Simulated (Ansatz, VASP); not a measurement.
# Se in VASP and in Ansatz

The input INCAR:

```
ALGO = Normal
EDIFF = 1E-6
EDIFFG = -0.04
ENCUT = 600
GGA = PS
IBRION = 2
ISIF = 3
ISMEAR = 0
LASPH = T
LCHARG = F
LREAL = F
LWAVE = F
NELM = 60
NSW = 90
PREC = Accurate
SIGMA = 0.1
```

The input KPOINTS:

```
k-points
0
Gamma
  6 6 6
```

The input POSCAR:

```
Se
1.0
    5.5739670398      0.0000000000      0.0000000000
   -2.7869835199      4.8271970563      0.0000000000
    0.0000000000      0.0000000000      3.4170841418
Se
3
Direct
    0.0000000000      0.0000000000      0.0000000000
    0.3333333333      0.6666666667      0.5000000000
    0.6666666667      0.3333333333      0.5000000000
```

Input for Ansatz:

```yaml
crystal:
  lattice:
    - [5.5739670398, 0.0, 0.0]
    - [-2.7869835199, 4.8271970563, 0.0]
    - [0.0, 0.0, 3.4170841418]
  atoms:
    - { symbol: Se, position: [0.0, 0.0, 0.0] }
    - { symbol: Se, position: [0.3333333333, 0.6666666667, 0.5] }
    - { symbol: Se, position: [0.6666666667, 0.3333333333, 0.5] }
basis:
  ecutwfc: 420
kpoints:
  mp_grid: { grid: [6, 6, 6] }
hamiltonian:
  xc: pbesol
scf:
  occupations: { method: gaussian, width: 0.1 }
  lower_state_search: "off"
output:
  forces: true
  stress: true
  eigenvalues: true
relax:
  adjacent_minimum: "off"
  f_tol: 0.04
  max_steps: 70
  cell: { stress_tol: 0.4 }
```

Alike in both runs: task relaxation of cell and atoms; functional PBEsol; k mesh 6 × 6 × 6; occupations gaussian, width 0.1 eV; no spin polarisation.

|  | VASP | Ansatz |
| --- | --- | --- |
| version | VASP 6.6.1 | Ansatz 0.2.0 |
| potentials or method | VASP PAW PBE potentials, release 64 (Se), cutoff 600 eV | scalar-relativistic, plane waves, PAW |
| valence electrons in the cell | 18 | 48 |

|  | VASP | Ansatz | Ansatz less VASP |
| --- | --- | --- | --- |
| gap on the k mesh at the Fermi level, each at its own relaxed structure (eV) | none | none | - |
| relaxed volume (Å³/atom) | 24.97 | 19.69 | -5.280 |
| relaxed length of the cell vector where the two differ most in proportion (Å) | 6.022 | 5.065 | -0.9568 |

VASP's potentials were made for PBE, not for PBEsol. A gap of «none» marks a metal or a gap that the smearing closes. One of these differences is far larger than is usual between the two programs; its cause wasn't traced. VASP's potentials hold 18 valence electrons a cell and Ansatz's 48, so a difference there can come from the potentials and not from the codes.

Noted on VASP's run: the volume moved by over 15 % at a fixed basis, so the end points are rough.
